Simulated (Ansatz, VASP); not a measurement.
Ni in VASP and in Ansatz

File INCAR:

```
SYSTEM = Ni
ALGO = Normal
EDIFF = 1E-7
EDIFFG = -0.01
ENCUT = 600
GGA = RP
IBRION = 2
ISIF = 3
ISMEAR = -1
ISPIN = 2
LASPH = .True.
LCHARG = .False.
LMAXMIX = 4
LORBIT = 11
LREAL = .False.
LWAVE = .False.
MAGMOM = 0.8 -0.8
NELM = 150
NSW = 80
PREC = Accurate
SIGMA = 0.05
```

KPOINTS

```
k-points
0
Gamma
  11 11 11
  0 0 0
```

File POSCAR:

```
Ni
1.0
    0.0000000000      2.4534603088      2.4534603088
    2.4534603088      0.0000000000      2.4534603088
    2.4534603088      2.4534603088      0.0000000000
Ni
2
Direct
    0.1250000000      0.1250000000      0.1250000000
    0.8750000000      0.8750000000      0.8750000000
```

Input for Ansatz:

```yaml
crystal:
  lattice:
    - [0.0, 2.4534603088, 2.4534603088]
    - [2.4534603088, 0.0, 2.4534603088]
    - [2.4534603088, 2.4534603088, 0.0]
  atoms:
    - { symbol: Ni, position: [0.125, 0.125, 0.125], spin: 0.8 }
    - { symbol: Ni, position: [0.875, 0.875, 0.875], spin: -0.8 }
hamiltonian:
  xc: rpbe
  pseudopotentials:
    kind: paw
    azcp:
      Ni: "pseudopotentials/Ni.paw.azcp"
basis:
  ecutwfc: 420
  fft_grid_basis: typed
kpoints:
  mp_grid: { grid: [11, 11, 11], shift: [0, 0, 0] }
magnetization:
  spin_polarized: true
scf:
  occupations: { method: fermi_dirac, width: 0.05 }
relax:
  max_steps: 60
  f_tol: 0.01
  cell: {}
output:
  write_density: true
  write_potential: true
  elf: true
  volumetric_format: npy
```

Alike in both runs: task relaxation of cell and atoms; functional RPBE; k mesh 11 × 11 × 11; occupations fermi-dirac, width 0.05 eV; collinear spin.

|  | VASP | Ansatz |
| --- | --- | --- |
| version | VASP 6.6.1 | Ansatz 0.2.0 |
| potentials or method | VASP PAW PBE potentials, release 64 (Ni), cutoff 600 eV | plane waves (420 eV) with PAW, scalar-relativistic |
| valence electrons in the cell | 20 | 36 |

|  | VASP | Ansatz | Ansatz less VASP |
| --- | --- | --- | --- |
| net moment per atom (μB) | 0.00 | 0.82 | +0.815 |
| size of the moment on the site where the two differ most (μB) | 0.00 | 0.86 | +0.857 |
| relaxed volume (Å³/atom) | 17.13 | 17.21 | +0.082 |
| relaxed length of the cell vector where the two differ most in proportion (Å) | 3.646 | 3.651 | +0.0058 |

The net moments are unlike, so the other rows may belong to different states. VASP's potentials were made for PBE, not for RPBE. Site moments also hang on the region over which each program counts them. VASP's potentials hold 20 valence electrons a cell and Ansatz's 36, so a difference there can come from the potentials and not from the codes. Ansatz's warnings: seeded moment not kept.

Noted on VASP's run: the volume moved by over 15 % at a fixed basis, so the end points are rough.
